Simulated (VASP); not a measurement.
Input of a VASP 6.6.1 run:

The input INCAR:

```
SYSTEM = ZnO
PREC = Accurate ; ENCUT = 520
EDIFF = 1E-6 ; ISMEAR = 0
SIGMA = 0.02 ; LREAL = .FALSE.
LASPH = .TRUE. ; NELM = 60
ALGO = Normal ; ISIF = 2
LWAVE = .FALSE. ; LCHARG = .TRUE.
GGA = PS ; LELF = .TRUE.
LVHAR = .TRUE. ; NBANDS = 26
```

Contents of KPOINTS:

```
Automatic mesh
0
G
  9 9 6
  0 0 0
```

POSCAR

```
ZnO
1.0
    3.2305167399      0.0000000000      0.0000000000
   -1.6152583699      2.7977095641      0.0000000000
    0.0000000000      0.0000000000      5.2139362460
Zn O
2 2
Direct
    0.6666666667      0.3333333333      0.5006385768
    0.3333333333      0.6666666667      0.0006385768
    0.6666666667      0.3333333333      0.8796714232
    0.3333333333      0.6666666667      0.3796714232
```

Potentials or basis: VASP PAW PBE potentials, release 64 (Zn, O).

Command:

```console
$ cat potpaw_PBE.64/Zn/POTCAR potpaw_PBE.64/O/POTCAR > POTCAR
$ mpirun -np 1 vasp_std > vasp.out
```

Estimate the pressure.

0.7 GPa.

Estimate the band gap on the k mesh.

0.69 eV.

Forces in eV/Å, atoms in the order of the input:
```
Zn   0.000  0.000  0.003
Zn   0.000  0.000  0.003
O    0.000  0.000 -0.003
O    0.000  0.000 -0.003
```

Caveat: the PAW data sets were made with another functional, which shifts forces and pressure a little.
